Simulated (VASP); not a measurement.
# Y (P6_3/mmc) in VASP: notebook

Y is run at these levels: PBEsol; tasks: single point.

Program: VASP 6.6.1. These are calculated values, not measurements. Logs are shortened: lines on timing, memory, paths and dates and some standing lists are left out, and cuts for length are marked.

## (1) The cell of the first run

Symmetry: P6_3/mmc, No. 194, hexagonal system. Conventional cell: a = 3.469 Å, b = 3.469 Å, c = 5.460 Å, α = 90.00°, β = 90.00°, γ = 120.00°. Within 4.5 Å of Y (site symmetry -6m2) lie 12 Y at 3.39 to 3.47 Å.

## (2) Single point, PBEsol (strain -0.050 along x and y, -0.050 along z)

Input file INCAR:

```
SYSTEM = Y
PREC     = Accurate       ! precision mode
ENCUT    = 520            ! plane-wave cutoff, eV
EDIFF    = 1E-6           ! SCF threshold, eV
ISMEAR   = 0              ! smearing method
SIGMA    = 0.15           ! smearing width, eV
LREAL    = .False.        ! projectors in reciprocal space
LASPH    = .True.         ! aspherical terms in the spheres
NELM     = 60             ! most SCF steps
ALGO     = Fast           ! electronic algorithm
ISIF     = 2              ! what is computed and relaxed
LWAVE    = .False.        ! write WAVECAR
LCHARG   = .False.        ! write CHGCAR
GGA      = PS             ! functional
NBANDS   = 18             ! bands
```

Input file KPOINTS:

```
regular mesh
0
Gamma
  18 18 8
  0 0 0
```

Input file POSCAR:

```
Y
1.0
    3.4689242752      0.0000000000      0.0000000000
   -1.7344621376      3.0041765462      0.0000000000
    0.0000000000      0.0000000000      5.4600300000
Y
2
Direct
    0.3333333333      0.6666666667      0.2500000000
    0.6666666667      0.3333333333      0.7500000000
```

Potentials or basis: VASP PAW PBE potentials, release 64 (Y_sv).

Command:

```
$ cat potpaw_PBE.64/Y_sv/POTCAR > POTCAR
$ mpirun -np 1 vasp_std > vasp.out
```

OUTCAR:

```text
SYSTEM = Y
   PREC = Accurate
   ENCUT = 520
   EDIFF = 1E-6
   ISMEAR = 0
   LREAL = .False.
   LASPH = .True.
   NELM = 60
   ISIF = 2
   GGA = PS

 ion  position               nearest neighbor table
   1  0.333  0.667  0.250-   2 3.39   2 3.39   2 3.39   2 3.39   2 3.39   2 3.39
   2  0.667  0.333  0.750-   1 3.39   1 3.39   1 3.39   1 3.39   1 3.39   1 3.39

  LATTYP: Found a hexagonal cell.
 ALAT       =     3.4689242752
 C/A-ratio  =     1.5739836234

  Lattice vectors:

 A1 = (   3.4689242752,   0.0000000000,   0.0000000000)
 A2 = (  -1.7344621376,   3.0041765462,   0.0000000000)
 A3 = (   0.0000000000,   0.0000000000,   5.4600300000)

Analysis of symmetry for initial positions (statically):
=====================================================================
 Subroutine PRICEL returns:
 Original cell was already a primitive cell.

 Routine SETGRP: Setting up the symmetry group for a
 hexagonal supercell.

 Subroutine GETGRP returns: Found 24 space group operations
 (whereof 12 operations were pure point group operations)
 out of a pool of 24 trial point group operations.

The static configuration has the point symmetry D_3d.
 The point group associated with its full space group is D_6h.

Analysis of symmetry for dynamics (positions and initial velocities):
=====================================================================
 Subroutine PRICEL returns:
 Original cell was already a primitive cell.

 Routine SETGRP: Setting up the symmetry group for a
 hexagonal supercell.

 Subroutine GETGRP returns: Found 24 space group operations
 (whereof 12 operations were pure point group operations)
 out of a pool of 24 trial point group operations.

The dynamic configuration has the point symmetry D_3d.
 The point group associated with its full space group is D_6h.

 Subroutine INISYM returns: Found 24 space group operations
 (whereof 12 operations are pure point group operations),
 and found     1 'primitive' translations

----------------------------------------------------------------------------------------

                                     Primitive cell

  volume of cell :      56.9004

  direct lattice vectors                    reciprocal lattice vectors
     3.468924275  0.000000000  0.000000000     0.288273805  0.166434959  0.000000000
    -1.734462138  3.004176546  0.000000000     0.000000000  0.332869918  0.000000000
     0.000000000  0.000000000  5.460030000     0.000000000  0.000000000  0.183149177

  length of vectors
     3.468924275  3.468924275  5.460030000     0.332869918  0.332869918  0.183149177

  position of ions in fractional coordinates (direct lattice)
     0.333333333  0.666666667  0.250000000
     0.666666667  0.333333333  0.750000000

  ion indices of the primitive-cell ions
   primitive index   ion index
                 1           1
                 2           2

----------------------------------------------------------------------------------------

 KPOINTS: regular mesh

Automatic generation of k-mesh.
 Grid dimensions read from file:
 generate k-points for:   18   18    8

 Generating k-lattice:

  Cartesian coordinates                     Fractional coordinates (reciprocal lattice)
     0.016015211  0.009246387  0.000000000     0.055555556  0.000000000  0.000000000
     0.000000000  0.018492773  0.000000000     0.000000000  0.055555556  0.000000000
     0.000000000  0.000000000  0.022893647     0.000000000  0.000000000  0.125000000

  Length of vectors
     0.018492773  0.018492773  0.022893647

  Shift w.r.t. Gamma in fractional coordinates (k-lattice)
     0.000000000  0.000000000  0.000000000

 Subroutine IBZKPT returns following result:
 ===========================================

 Found    185 irreducible k-points:

 Following reciprocal coordinates:
            Coordinates               Weight
  0.000000  0.000000  0.000000      1.000000
  0.055556  0.000000  0.000000      6.000000
  0.111111  0.000000  0.000000      6.000000
  0.166667  0.000000  0.000000      6.000000
  0.222222  0.000000  0.000000      6.000000
  0.277778  0.000000  0.000000      6.000000
[... 16 lines left out ...]
  0.333333  0.111111  0.000000     12.000000
  0.388889  0.111111  0.000000     12.000000
 [... further k-points ...]
   k-points           NKPTS =    185   k-points in BZ     NKDIM =    185   number of bands    NBANDS=     18
   number of dos      NEDOS =    301   number of ions     NIONS =      2
   total plane-waves  NPLWV =  32928
   dimension x,y,z NGX =    28 NGY =   28 NGZ =   42
   dimension x,y,z NGXF=    56 NGYF=   56 NGZF=   84
   ions per type =               2
   NGX,Y,Z   is equivalent  to a cutoff of  13.42, 13.42, 12.79 a.u.
   NGXF,Y,Z  is equivalent  to a cutoff of  26.84, 26.84, 25.58 a.u.
 SYSTEM =  Y
   PREC   = accura    normal or accurate (medium, high low for compatibility)
   ISTART =      0    job   : 0-new  1-cont  2-samecut
   ICHARG =      2    charge: 1-file 2-atom 10-const
   ISPIN  =      1    spin polarized calculation?
   LNONCOLLINEAR =      F non collinear calculations
   LSORBIT =      F    spin-orbit coupling
   LASPH  =      T    aspherical Exc in radial PAW
   ENCUT  =  520.0 eV  38.22 Ry    6.18 a.u.   6.45  6.45 10.15*2*pi/ulx,y,z
   NELM   =     60;   NELMIN=  2; NELMDL= -5     # of ELM steps
   EDIFF  = 0.1E-05   stopping-criterion for ELM
   LREAL  =      F    real-space projection
   EDIFFG = 0.1E-04   stopping-criterion for IOM
   NSW    =      0    number of steps for IOM
   IBRION =     -1    ionic relax: 0-MD 1-quasi-New 2-CG
   NFREE  =      0    steps in history (QN), initial steepest desc. (CG)
   ISIF   =      2    stress and relaxation
   ISYM   =      2    0-nonsym 1-usesym 2-fastsym
   POTIM  = 0.5000    time-step for ionic-motion
   TEBEG  =    0.0;   TEEND  =   0.0 temperature during run
   PSTRESS=    0.0 pullay stress
   NELECT =      22.0000    total number of electrons
   NUPDOWN=      -1.0000    fix difference up-down
   EMIN   =  10.00;   EMAX   =-10.00  energy-range for DOS
   EFERMI =   0.00;   METHOD = LEGACY
   ISMEAR =     0;   SIGMA  =   0.15  broadening in eV -4-tet -1-fermi 0-gaus
   EFERMI_NEDOS =   21; number of points for ismear=-14 and -15
   IALGO  =     68    algorithm
   IMIX   =      4    mixing-type and parameters
     AMIX     =   0.40;   BMIX     =  1.00
     AMIX_MAG =   1.60;   BMIX_MAG =  1.00
  volume/ion in A,a.u.               =      28.45       191.99
  Fermi-wavevector in a.u.,A,eV,Ry     =   1.192643  2.253769 19.352905  1.422398
  Thomas-Fermi vector in A             =   2.328677
   LORBIT       =      0    0 simple, 1 ext, 2 COOP (PROOUT), +10 PAW based schemes
   GGA     = PS    functional components
   LHFCALC =     F    Hartree Fock is set to
   AEXX    =    0.0000 exact exchange contribution
   IVDW    =     0    specifies the selected vdW correction
   LEPSILON=     F    determine dielectric tensor
   LRPA    =     F    only Hartree local field effects (RPA)
 non-spin polarized calculation
 RMM-DIIS sequential band-by-band and
 Gauss-broadening in eV      SIGMA  =   0.15
  energy-cutoff  :      520.00
  volume of cell :       56.90
 maximum number of plane-waves:      1562
 NGX is ok and might be reduce to    28
   NGX = 13   NGY = 13   NGZ = 21

 number of electron      22.0000000 magnetization

 Free energy of the ion-electron system (eV)
  ---------------------------------------------------
  ext. energy  EPLUGINS =         0.00000000
  ---------------------------------------------------
  free energy    TOTEN  =       -13.58696528 eV

  energy without entropy =      -13.54842337  energy(sigma->0) =      -13.56769432

 E-fermi :   3.6198     XC(G=0): -10.1111

 val. band max:        3.6181444773   @ k =   0.1667   0.1667   0.1250
 cond. band min:       3.6266172881   @ k =   0.4444   0.0000   0.5000
 fundamental gap:      0.0084728107
 Fermi energy:         3.6198315034

 k-point     1 :       0.0000    0.0000    0.0000
  band No.  band energies     occupation
      1     -38.6556      2.00000
      2     -38.5208      2.00000
      3     -19.1609      2.00000
      4     -18.3919      2.00000
      5     -18.3919      2.00000
      6     -18.2551      2.00000
[... 10 lines left out ...]
     17       6.7226      0.00000
     18       6.7226      0.00000

 k-point     2 :       0.0556    0.0000    0.0000
  band No.  band energies     occupation
      1     -38.6527      2.00000
      2     -38.5197      2.00000
      3     -19.1521      2.00000
      4     -18.4107      2.00000
      5     -18.3982      2.00000
      6     -18.2750      2.00000
[... 10 lines left out ...]
     17       6.6067      0.00000
     18       6.6428      0.00000

 k-point     3 :       0.1111    0.0000    0.0000
  band No.  band energies     occupation
      1     -38.6443      2.00000
      2     -38.5166      2.00000
      3     -19.1262      2.00000
      4     -18.4651      2.00000
      5     -18.4162      2.00000
      6     -18.3316      2.00000
[... 10 lines left out ...]
     17       6.4382      0.00000
     18       6.4647      0.00000

 k-point     4 :       0.1667    0.0000    0.0000
  band No.  band energies     occupation
      1     -38.6311      2.00000
      2     -38.5121      2.00000
      3     -19.0847      2.00000
      4     -18.5485      2.00000
      5     -18.4428      2.00000
      6     -18.4159      2.00000
[... 375 lines left out ...]
      4     -18.8494      2.00000
      5     -18.7348      2.00000
      6     -18.5489      2.00000
[... 10 lines left out ...]
     17       8.1519      0.00000
     18       8.8793      0.00000

 k-point    23 :       0.3333    0.1111    0.0000
  band No.  band energies     occupation
      1     -38.5555      2.00000
      2     -38.4981      2.00000
      3     -18.9264      2.00000
      4     -18.8121      2.00000
      5     -18.7846      2.00000
      6     -18.5874      2.00000
[... 10 lines left out ...]
     17       8.7614      0.00000
     18       9.5561      0.00000

 k-point    24 :       0.3889    0.1111    0.0000
  band No.  band energies     occupation
      1     -38.5435      2.00000
      2     -38.4991      2.00000
      3     -18.9762      2.00000
      4     -18.8169      2.00000
      5     -18.7586      2.00000
      6     -18.6122      2.00000
[... 10 lines left out ...]
     17       9.2173      0.00000
     18       9.8088      0.00000

 [... further k-points ...]

------------------------ aborting loop because EDIFF is reached ----------------------------------------

  FORCE on cell =-STRESS in cart. coord.  units (eV):
  Direction    XX          YY          ZZ          XY          YZ          ZX
  --------------------------------------------------------------------------------------
  -------------------------------------------------------------------------------------
  Total        1.6279939      1.6279939      1.4757675      0.0000000      0.0000000      0.0000000
  in kB       45.8403646     45.8403646     41.5540386      0.0000000      0.0000000      0.0000000
  external PRESSURE =      44.4115893 kB  Pullay stress =       0.0000000 kB

 VOLUME and BASIS-vectors are now :
 -----------------------------------------------------------------------------
  energy-cutoff  :      520.00
  volume of cell :       56.90
      direct lattice vectors                 reciprocal lattice vectors
     3.468924275  0.000000000  0.000000000     0.288273805  0.166434959  0.000000000
    -1.734462138  3.004176546  0.000000000     0.000000000  0.332869918  0.000000000
     0.000000000  0.000000000  5.460030000     0.000000000  0.000000000  0.183149177

 POSITION                                       TOTAL-FORCE (eV/Angst)
 -----------------------------------------------------------------------------------
     -0.00000      2.00278      1.36501         0.000000     -0.000000      0.000000
      1.73446      1.00139      4.09502        -0.000000      0.000000      0.000000
 -----------------------------------------------------------------------------------
    total drift:                               -0.000000      0.000000     -0.000000

  FREE ENERGIE OF THE ION-ELECTRON SYSTEM (eV)
  ---------------------------------------------------
  free  energy   TOTEN  =       -13.5869652849 eV

  energy  without entropy=      -13.5484233651  energy(sigma->0) =      -13.56769432
```

Run time: 5.7 min. Hardware: 1 thread of Oxide Virtual Turin-like, shared host; peak memory 0.29 GiB.

What came out:

```yaml
Free_energy: -13.5870 eV
Pressure: 4.4 GPa
Band_gap_on_the_k_mesh: zero (bands 11 and 12 overlap by 1.82 eV)
```

Stress tensor (GPa, compression positive):
```
4.58 0.00 0.00
0.00 4.58 0.00
0.00 0.00 4.16
```

Caveat: the cell differs from its parent crystal (strain -0.050 along x and y, -0.050 along z); the cell stands under pressure; the PAW data sets were made with another functional, which shifts forces and pressure a little.

(Continued in part 2 of 3.)
